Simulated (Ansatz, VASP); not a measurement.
One calculation of SnGe2, two programs

The input INCAR:

```
PREC     = Accurate       # precision mode
ENCUT    = 520            # plane-wave cutoff, eV
EDIFF    = 1E-6           # SCF threshold, eV
ISMEAR   = 0              # smearing method
SIGMA    = 0.1            # smearing width, eV
LREAL    = False          # projectors in reciprocal space
LASPH    = True           # aspherical terms in the spheres
NELM     = 60             # most SCF steps
ALGO     = Normal         # electronic algorithm
ISIF     = 2              # what is computed and relaxed
LWAVE    = False          # write WAVECAR
LCHARG   = False          # write CHGCAR
GGA      = PE             # functional
NBANDS   = 51             # bands
```

KPOINTS

```
Automatic mesh
0
Gamma
  4 6 2
```

POSCAR

```
SnGe2
1.0
    5.5538865818      0.0000000000      0.0000000000
    0.0000000000      3.2995093780      0.0000000000
   -1.1531627245      0.0000000000      7.5080710905
Sn Ge
2 4
Direct
    0.2804144117      0.2500000000      0.0750858591
    0.7195855883      0.7500000000      0.9249141409
    0.3680713200      0.7500000000      0.5984305120
    0.9984857438      0.2500000000      0.6784733757
    0.6319286800      0.2500000000      0.4015694880
    0.0015142562      0.7500000000      0.3215266243
```

Input for Ansatz:

```yaml
crystal:
  lattice:
    - [5.5538865818, 0.0, 0.0]
    - [0.0, 3.299509378, 0.0]
    - [-1.1531627245, 0.0, 7.5080710905]
  atoms:
    - { symbol: Sn, position: [0.2804144117, 0.25, 0.0750858591] }
    - { symbol: Sn, position: [0.7195855883, 0.75, 0.9249141409] }
    - { symbol: Ge, position: [0.36807132, 0.75, 0.598430512] }
    - { symbol: Ge, position: [0.9984857438, 0.25, 0.6784733757] }
    - { symbol: Ge, position: [0.63192868, 0.25, 0.401569488] }
    - { symbol: Ge, position: [0.0015142562, 0.75, 0.3215266243] }
basis:
  ecutwfc: 420
kpoints:
  mp_grid: { grid: [4, 6, 2] }
hamiltonian:
  xc: pbe
scf:
  occupations: { method: gaussian, width: 0.1 }
  lower_state_search: "off"
output:
  forces: true
  stress: true
  eigenvalues: true
```

Change from the starting cell: the structure that the rattled cell fell into.

Alike in both runs: task single point; functional PBE; k mesh 4 × 6 × 2; occupations gaussian, width 0.1 eV; no spin polarisation.

|  | VASP | Ansatz |
| --- | --- | --- |
| version | VASP 6.6.1 | Ansatz 0.2.0 |
| potentials or method | VASP PAW PBE potentials, release 64 (Sn_d, Ge_d), cutoff 520 eV | scalar-relativistic, plane waves, PAW |
| valence electrons in the cell | 84 | 84 |

```csv
,VASP,Ansatz,Ansatz less VASP
gap on the k mesh at the Fermi level (eV),none,none,-
pressure (GPa),-0.2,-0.2,+0.02
"traceless stress, the component that is largest in VASP (GPa)",-1.62,-1.62,+0.005
rms of the force components (eV/Å),0.057,0.058,+0.0007
```

Atom by atom the forces differ by 0.002 eV/Å (rms over components). A gap of «none» marks a metal or a gap that the smearing closes.

The k mesh is coarse, so the values compare programs but aren't converged.
